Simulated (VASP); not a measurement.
A run of VASP 6.6.1:

Contents of INCAR:

```
PREC = Accurate
ENCUT = 520
EDIFF = 1E-6
ISMEAR = 0
SIGMA = 0.01
LREAL = False
LASPH = True
NELM = 150
ALGO = Normal
ISIF = 2
LWAVE = False
LCHARG = False
MAGMOM = 0 0 0 0 0 0 0 0 0 0 0 0
LORBIT = 11
LSORBIT = True
GGA_COMPAT = False
LORBMOM = True
GGA = PS
NBANDS = 50
```

KPOINTS

```
Automatic mesh
0
Gamma
  9 9 4
```

File POSCAR:

```
ZnS
1.0
    3.7822799599      0.0000000000      0.0000000000
   -1.8911399799      3.2755505295      0.0000000000
    0.0000000000      0.0000000000      6.2079685997
Zn S
2 2
Direct
    0.3333333333      0.6666666667      0.0004339381
    0.6666666667      0.3333333333      0.5004339381
    0.3333333333      0.6666666667      0.3745660619
    0.6666666667      0.3333333333      0.8745660619
```

Potentials or basis: VASP PAW PBE potentials, release 64 (Zn, S).

Launch:

```sh
$ cat potpaw_PBE.64/Zn/POTCAR potpaw_PBE.64/S/POTCAR > POTCAR
$ mpirun -np 1 vasp_ncl > vasp.out
```

Hardware: 1 thread of Intel(R) Xeon(R) Platinum 8488C (Sapphire Rapids) (shared host).

Problem. How long does it take, and how much memory?

Solution. Run time: 4.3 min on 1 thread of Intel(R) Xeon(R) Platinum 8488C (Sapphire Rapids), on a shared host, peak memory 0.49 GiB. Counts: scf iterations 15, k points 48.
